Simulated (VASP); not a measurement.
Hf3Si2N:

```
Hf Si N
1.0
     3.54376    0.00000    0.00000
     0.00000    4.67390    0.00000
     0.00000    0.00000    6.69396
Hf Si N
3 2 1
Direct
  0.00000 0.26188 0.50000
  0.00000 0.73812 0.50000
  0.50000 0.00000 0.50000
  0.00000 0.00000 0.17196
  0.00000 0.00000 0.82804
  0.50000 0.50000 0.00000
```

The cell was generated, and may not be a known phase.

```yaml
Program: VASP 6.6.1
Task: relaxation of cell and atoms
Functional: PBE
Potentials_or_basis: VASP PAW PBE potentials, release 64 (Hf_pv, Si, N)
Cutoff: 600 eV
k_mesh: 6 × 4 × 4
Occupations: gaussian, width 0.1 eV
Spin: no spin polarisation
```

At the start: pressure 48.1 GPa; volume 18.48 Å³/atom.

Question: How do energy, volume and symmetry change on relaxing?

Answer: Over 21 steps the energy falls by 2078.8 meV/atom and the volume is 25.37 Å³/atom (+37.3 %); space group Pmmm (No. 47, to 0.1 Å) before and after.

The path:
| step | energy change (eV) | largest force (eV/Å) | pressure (GPa) | volume (Å³) |
| --- | --- | --- | --- | --- |
| 1 | 0.0000 | 6.8181 | 48.15 | 110.87 |
| 2 | -4.5012 | 7.7714 | -6.57 | 219.79 |
| 3 | -7.5451 | 6.0866 | 1.29 | 158.55 |
| 4 | -10.2987 | 1.3535 | -2.49 | 178.40 |
| 5 | -10.5390 | 1.3408 | -2.52 | 180.86 |
| 6 | -10.5770 | 1.5941 | -2.15 | 185.57 |
| 7 | -10.5863 | 1.3635 | -2.33 | 183.89 |
| 8 | -11.1698 | 2.1558 | -0.39 | 174.63 |
| 9 | -11.7116 | 3.1369 | 3.83 | 159.88 |
| 10 | -11.9643 | 2.5090 | 2.67 | 159.15 |
| 11 | -12.1764 | 1.5463 | 1.06 | 157.82 |
| 12 | -12.1938 | 1.3553 | 0.57 | 157.28 |
| 13 | -12.2724 | 1.1130 | 0.06 | 157.79 |
| 14 | -12.3536 | 0.7314 | -0.98 | 159.04 |
| 15 | -12.3942 | 0.6287 | -0.85 | 158.11 |
| 16 | -12.4387 | 0.2820 | -0.40 | 155.48 |
| 17 | -12.4390 | 0.3186 | -0.43 | 155.70 |
| 18 | -12.4541 | 0.2273 | -0.34 | 154.75 |
| 19 | -12.4722 | 0.0646 | 0.06 | 151.89 |
| 20 | -12.4724 | 0.0409 | 0.02 | 152.11 |
| 21 | -12.4727 | 0.0191 | 0.00 | 152.21 |

Final structure:
```cif
data_structure
_symmetry_space_group_name_H-M 'P 1'
_symmetry_Int_Tables_number 1
_cell_length_a 4.0950
_cell_length_b 7.2086
_cell_length_c 5.1562
_cell_angle_alpha 90.000
_cell_angle_beta 90.000
_cell_angle_gamma 90.000
_cell_volume 152.21
loop_
_atom_site_label
_atom_site_type_symbol
_atom_site_fract_x
_atom_site_fract_y
_atom_site_fract_z
_atom_site_occupancy
Hf1 Hf 0.00000 0.30655 0.50000 1
Hf2 Hf 0.00000 0.69345 0.50000 1
Hf3 Hf 0.50000 0.00000 0.50000 1
Si1 Si 0.00000 0.00000 0.20910 1
Si2 Si 0.00000 0.00000 0.79090 1
N1 N 0.50000 0.50000 0.00000 1
```

Caveat: the volume moved by over 15 % at a fixed basis, so the end points are rough; an odd number of electrons without spin polarisation forces a metal; a magnetic or distorted state may lie lower.
